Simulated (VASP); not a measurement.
Wanted: the native input for a VASP 6.6.1 run.

| Item | Value |
| --- | --- |
| Task | electric field gradients |
| Functional | PBE |
| Potentials or basis | VASP PAW PBE potentials, release 64 (Na_pv) |
| Cutoff | 400 eV |
| k mesh | 12 × 12 × 12 |
| Occupations | fermi-dirac, width 0.05 eV |
| Spin | no spin polarisation |
| Dipole correction | no |
| Further INCAR settings | ALGO = Normal; EDIFF = 1e-08; NBANDS = 10 |

The structure of Na lies in POSCAR:

```
Na
1.0
   -2.1315235875      2.1315235875      2.1315235875
    2.1315235875     -2.1315235875      2.1315235875
    2.1315235875      2.1315235875     -2.1315235875
Na
1
Direct
    0.0000000000      0.0000000000      0.0000000000
```

These files were run (other wordings do the same):

INCAR

```
SYSTEM = Na
PREC = Accurate ; ENCUT = 400
EDIFF = 1E-8 ; ISMEAR = -1
SIGMA = 0.05 ; LREAL = .False.
LASPH = .True. ; NELM = 120
ALGO = Normal ; ISIF = 2
LWAVE = .False. ; LCHARG = .False.
GGA = PE ; LEFG = .True.
NBANDS = 10 ; GGA_COMPAT = .False.
```

KPOINTS

```
regular mesh
0
Gamma
  12 12 12
  0 0 0
```

Potentials or basis: VASP PAW PBE potentials, release 64 (Na_pv).

Command:

```bash
$ cat potpaw_PBE.64/Na_pv/POTCAR > POTCAR
$ mpirun -np 1 vasp_std > vasp.out
```

It gave:

```yaml
Pressure: -0.5 GPa
Band_gap_on_the_k_mesh: zero (an odd number of electrons rules out a gap without spin polarisation)
Largest_electric_field_gradient_by_atom: zero within the noise of the run
```

Run time: 8.8 s on 1 thread of AMD EPYC 7R13 Processor (Zen 3), on a shared host, peak memory 0.11 GiB.
